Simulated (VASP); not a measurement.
# ZnS (P6_3mc) in VASP: notebook, part 2 of 3

VASP 6.6.1.

**4. Single point, PBEsol**

This run uses another cell than the first one, of 19.22 Å³/atom, 1.042 times its volume.

INCAR

```
SYSTEM = ZnS
ALGO = Normal
EDIFF = 1E-6
ENCUT = 520
GGA = PS
ISIF = 2
ISMEAR = 0
LASPH = .TRUE.
LCHARG = .TRUE.
LELF = .TRUE.
LREAL = .FALSE.
LVHAR = .TRUE.
LWAVE = .FALSE.
NBANDS = 26
NELM = 60
PREC = Accurate
SIGMA = 0.05
```

KPOINTS

```
k-points
0
G
  9 9 6
  0 0 0
```

POSCAR

```
ZnS
1.0
    3.7814465092      0.0000000000      0.0000000000
   -1.8907232546      3.2748287400      0.0000000000
    0.0000000000      0.0000000000      6.2087146531
Zn S
2 2
Direct
    0.3333333333      0.6666666667     -0.0187171420
    0.6666666667      0.3333333333      0.4812828580
    0.3333333333      0.6666666667      0.3795575521
    0.6666666667      0.3333333333      0.8795575521
```

Potentials or basis: VASP PAW PBE potentials, release 64 (Zn, S).

Started as:

```
cat potpaw_PBE.64/Zn/POTCAR potpaw_PBE.64/S/POTCAR > POTCAR
mpirun -np 1 vasp_std > vasp.out
```

OUTCAR:

```text
SYSTEM = ZnS
   EDIFF = 1E-6
   ENCUT = 520
   GGA = PS
   ISIF = 2
   ISMEAR = 0
   LASPH = .TRUE.
   LREAL = .FALSE.
   NELM = 60
   PREC = Accurate

 ion  position               nearest neighbor table
   1  0.333  0.667  0.981-   4 2.27   4 2.27   4 2.27   3 2.47
   2  0.667  0.333  0.481-   3 2.27   3 2.27   3 2.27   4 2.47
   3  0.333  0.667  0.380-   2 2.27   2 2.27   2 2.27   1 2.47
   4  0.667  0.333  0.880-   1 2.27   1 2.27   1 2.27   2 2.47

  LATTYP: Found a hexagonal cell.
 ALAT       =     3.7814465092
 C/A-ratio  =     1.6418887952

  Lattice vectors:

 A1 = (   3.7814465092,   0.0000000000,   0.0000000000)
 A2 = (  -1.8907232546,   3.2748287400,   0.0000000000)
 A3 = (   0.0000000000,   0.0000000000,   6.2087146531)

Analysis of symmetry for initial positions (statically):
=====================================================================
 Subroutine PRICEL returns:
 Original cell was already a primitive cell.

 Routine SETGRP: Setting up the symmetry group for a
 hexagonal supercell.

 Subroutine GETGRP returns: Found 12 space group operations
 (whereof  6 operations were pure point group operations)
 out of a pool of 24 trial point group operations.

The static configuration has the point symmetry C_3v.
 The point group associated with its full space group is C_6v.

Analysis of symmetry for dynamics (positions and initial velocities):
=====================================================================
 Subroutine PRICEL returns:
 Original cell was already a primitive cell.

 Routine SETGRP: Setting up the symmetry group for a
 hexagonal supercell.

 Subroutine GETGRP returns: Found 12 space group operations
 (whereof  6 operations were pure point group operations)
 out of a pool of 24 trial point group operations.

The dynamic configuration has the point symmetry C_3v.
 The point group associated with its full space group is C_6v.

 Subroutine INISYM returns: Found 12 space group operations
 (whereof  6 operations are pure point group operations),
 and found     1 'primitive' translations

----------------------------------------------------------------------------------------

                                     Primitive cell

  volume of cell :      76.8862

  direct lattice vectors                    reciprocal lattice vectors
     3.781446509  0.000000000  0.000000000     0.264449067  0.152679740  0.000000000
    -1.890723255  3.274828740  0.000000000     0.000000000  0.305359480  0.000000000
     0.000000000  0.000000000  6.208714653     0.000000000  0.000000000  0.161063933

  length of vectors
     3.781446509  3.781446509  6.208714653     0.305359480  0.305359480  0.161063933

  position of ions in fractional coordinates (direct lattice)
     0.333333333  0.666666667  0.981282858
     0.666666667  0.333333333  0.481282858
     0.333333333  0.666666667  0.379557552
     0.666666667  0.333333333  0.879557552

  ion indices of the primitive-cell ions
   primitive index   ion index
                 1           1
                 2           2
                 3           3
                 4           4

----------------------------------------------------------------------------------------

 KPOINTS: k-points

Automatic generation of k-mesh.
 Grid dimensions read from file:
 generate k-points for:    9    9    6

 Generating k-lattice:

  Cartesian coordinates                     Fractional coordinates (reciprocal lattice)
     0.029383230  0.016964416  0.000000000     0.111111111  0.000000000  0.000000000
     0.000000000  0.033928831  0.000000000     0.000000000  0.111111111  0.000000000
     0.000000000  0.000000000  0.026843989     0.000000000  0.000000000  0.166666667

  Length of vectors
     0.033928831  0.033928831  0.026843989

  Shift w.r.t. Gamma in fractional coordinates (k-lattice)
     0.000000000  0.000000000  0.000000000

 Subroutine IBZKPT returns following result:
 ===========================================

 Found     48 irreducible k-points:

 Following reciprocal coordinates:
            Coordinates               Weight
  0.000000  0.000000  0.000000      1.000000
  0.111111  0.000000  0.000000      6.000000
  0.222222  0.000000  0.000000      6.000000
  0.333333  0.000000  0.000000      6.000000
  0.444444  0.000000  0.000000      6.000000
  0.111111  0.111111  0.000000      6.000000
[... 16 lines left out ...]
  0.333333  0.222222  0.166667     24.000000
  0.333333  0.333333  0.166667      4.000000
 [... further k-points ...]
   k-points           NKPTS =     48   k-points in BZ     NKDIM =     48   number of bands    NBANDS=     26
   number of dos      NEDOS =    301   number of ions     NIONS =      4
   total plane-waves  NPLWV =  37632
   dimension x,y,z NGX =    28 NGY =   28 NGZ =   48
   dimension x,y,z NGXF=    56 NGYF=   56 NGZF=   96
   ions per type =               2   2
   NGX,Y,Z   is equivalent  to a cutoff of  12.31, 12.31, 12.85 a.u.
   NGXF,Y,Z  is equivalent  to a cutoff of  24.62, 24.62, 25.71 a.u.
 SYSTEM =  ZnS
   PREC   = accura    normal or accurate (medium, high low for compatibility)
   ISTART =      0    job   : 0-new  1-cont  2-samecut
   ICHARG =      2    charge: 1-file 2-atom 10-const
   ISPIN  =      1    spin polarized calculation?
   LNONCOLLINEAR =      F non collinear calculations
   LSORBIT =      F    spin-orbit coupling
   LASPH  =      T    aspherical Exc in radial PAW
   ENCUT  =  520.0 eV  38.22 Ry    6.18 a.u.   7.03  7.03 11.54*2*pi/ulx,y,z
   NELM   =     60;   NELMIN=  2; NELMDL= -5     # of ELM steps
   EDIFF  = 0.1E-05   stopping-criterion for ELM
   LREAL  =      F    real-space projection
   EDIFFG = 0.1E-04   stopping-criterion for IOM
   NSW    =      0    number of steps for IOM
   IBRION =     -1    ionic relax: 0-MD 1-quasi-New 2-CG
   NFREE  =      0    steps in history (QN), initial steepest desc. (CG)
   ISIF   =      2    stress and relaxation
   ISYM   =      2    0-nonsym 1-usesym 2-fastsym
   POTIM  = 0.5000    time-step for ionic-motion
   TEBEG  =    0.0;   TEEND  =   0.0 temperature during run
   PSTRESS=    0.0 pullay stress
   NELECT =      36.0000    total number of electrons
   NUPDOWN=      -1.0000    fix difference up-down
   EMIN   =  10.00;   EMAX   =-10.00  energy-range for DOS
   EFERMI =   0.00;   METHOD = LEGACY
   ISMEAR =     0;   SIGMA  =   0.05  broadening in eV -4-tet -1-fermi 0-gaus
   EFERMI_NEDOS =   21; number of points for ismear=-14 and -15
   IALGO  =     38    algorithm
   IMIX   =      4    mixing-type and parameters
     AMIX     =   0.40;   BMIX     =  1.00
     AMIX_MAG =   1.60;   BMIX_MAG =  1.00
  volume/ion in A,a.u.               =      19.22       129.71
  Fermi-wavevector in a.u.,A,eV,Ry     =   1.271236  2.402288 21.987579  1.616041
  Thomas-Fermi vector in A             =   2.404180
   LORBIT       =      0    0 simple, 1 ext, 2 COOP (PROOUT), +10 PAW based schemes
   GGA     = PS    functional components
   LHFCALC =     F    Hartree Fock is set to
   AEXX    =    0.0000 exact exchange contribution
   IVDW    =     0    specifies the selected vdW correction
   LEPSILON=     F    determine dielectric tensor
   LRPA    =     F    only Hartree local field effects (RPA)
 non-spin polarized calculation
 Gauss-broadening in eV      SIGMA  =   0.05
  energy-cutoff  :      520.00
  volume of cell :       76.89
 maximum number of plane-waves:      2087
   NGX = 15   NGY = 15   NGZ = 23

 number of electron      35.9999980 magnetization

 Free energy of the ion-electron system (eV)
  ---------------------------------------------------
  ext. energy  EPLUGINS =         0.00000000
  ---------------------------------------------------
  free energy    TOTEN  =       -15.05860897 eV

  energy without entropy =      -15.05860897  energy(sigma->0) =      -15.05860897

 E-fermi :   2.5514     XC(G=0):  -9.9592

 val. band max:        2.2740224254   @ k =   0.0000   0.0000   0.0000
 cond. band min:       4.4898451286   @ k =   0.0000   0.0000   0.0000
 fundamental gap:      2.2158227033
 Fermi energy:         2.5513654503

 k-point     1 :       0.0000    0.0000    0.0000
  band No.  band energies     occupation
      1     -11.1133      2.00000
      2     -10.1780      2.00000
      3      -4.3004      2.00000
      4      -4.3004      2.00000
      5      -4.2572      2.00000
      6      -4.2572      2.00000
[... 685 lines left out ...]
     25      12.2829      0.00000
     26      12.4171      0.00000

 [... further k-points ...]

------------------------ aborting loop because EDIFF is reached ----------------------------------------

  FORCE on cell =-STRESS in cart. coord.  units (eV):
  Direction    XX          YY          ZZ          XY          YZ          ZX
  --------------------------------------------------------------------------------------
  -------------------------------------------------------------------------------------
  Total        1.3043244      1.3043244     -1.0846674      0.0000000      0.0000000      0.0000000
  in kB       27.1799049     27.1799049    -22.6026274      0.0000000      0.0000000      0.0000000
  external PRESSURE =      10.5857275 kB  Pullay stress =       0.0000000 kB

 VOLUME and BASIS-vectors are now :
 -----------------------------------------------------------------------------
  energy-cutoff  :      520.00
  volume of cell :       76.89
      direct lattice vectors                 reciprocal lattice vectors
     3.781446509  0.000000000  0.000000000     0.264449067  0.152679740  0.000000000
    -1.890723255  3.274828740  0.000000000     0.000000000  0.305359480  0.000000000
     0.000000000  0.000000000  6.208714653     0.000000000  0.000000000  0.161063933

 POSITION                                       TOTAL-FORCE (eV/Angst)
 -----------------------------------------------------------------------------------
     -0.00000      2.18322      6.09251         0.000000     -0.000000      0.638773
      1.89072      1.09161      2.98815        -0.000000      0.000000      0.638773
     -0.00000      2.18322      2.35656        -0.000000      0.000000     -0.638773
      1.89072      1.09161      5.46092         0.000000      0.000000     -0.638773
 -----------------------------------------------------------------------------------
    total drift:                               -0.000001     -0.000002      0.002269

  FREE ENERGIE OF THE ION-ELECTRON SYSTEM (eV)
  ---------------------------------------------------
  free  energy   TOTEN  =       -15.0586089735 eV

  energy  without entropy=      -15.0586089735  energy(sigma->0) =      -15.05860897
```

stdout:

```text
POSCAR found type information on POSCAR ZnS
 POSCAR found :  2 types and       4 ions
 scaLAPACK will be used
 -----------------------------------------------------------------------------
|                                                                             |
|                                                                             |
|     You enforced a specific xc type in the INCAR file but a different       |
|     I HOPE YOU KNOW WHAT YOU ARE DOING!                                     |
|                                                                             |
 -----------------------------------------------------------------------------

 LDA part: xc-table for (Slater+PW92), standard interpolation
 POSCAR, INCAR and KPOINTS ok, starting setup
 FFT: planning ... GRIDC
 FFT: planning ... GRID_SOFT
 FFT: planning ... GRID
 WAVECAR not read
 entering main loop
```

It took 36 s on 1 thread of Intel Xeon 6975P-C (Granite Rapids), shared host; peak memory 0.23 GiB.

What came out:

* Free energy: -15.0586 eV
* Pressure: 1.1 GPa
* Largest force: 0.639 eV/Å
* Band gap on the k mesh: 2.22 eV, direct

Forces in eV/Å, atoms in the order of the input:
```
Zn   0.000  0.000  0.639
Zn   0.000  0.000  0.639
S    0.000  0.000 -0.639
S    0.000  0.000 -0.639
```

Stress tensor (GPa, compression positive):
```
 2.72  0.00  0.00
 0.00  2.72  0.00
 0.00  0.00 -2.26
```

Levels at points of the mesh, in eV from the valence-band top:
| k point | band 14 | band 15 | band 16 | band 17 | band 18 | band 19 | band 20 | band 21 | band 22 | band 23 |
| --- | --- | --- | --- | --- | --- | --- | --- | --- | --- | --- |
| (0.00, 0.00, 0.00) | -0.87 | -0.87 | -0.06 | -0.06 | 0.00 | 2.22 | 2.80 | 6.16 | 6.16 | 6.51 |
| (0.00, 0.00, 0.50) | -2.79 | -0.48 | -0.48 | -0.48 | -0.48 | 3.38 | 3.38 | 6.58 | 6.58 | 6.58 |

Caveat: the PAW data sets were made with another functional, which shifts forces and pressure a little.

[end of part 2 of 3]
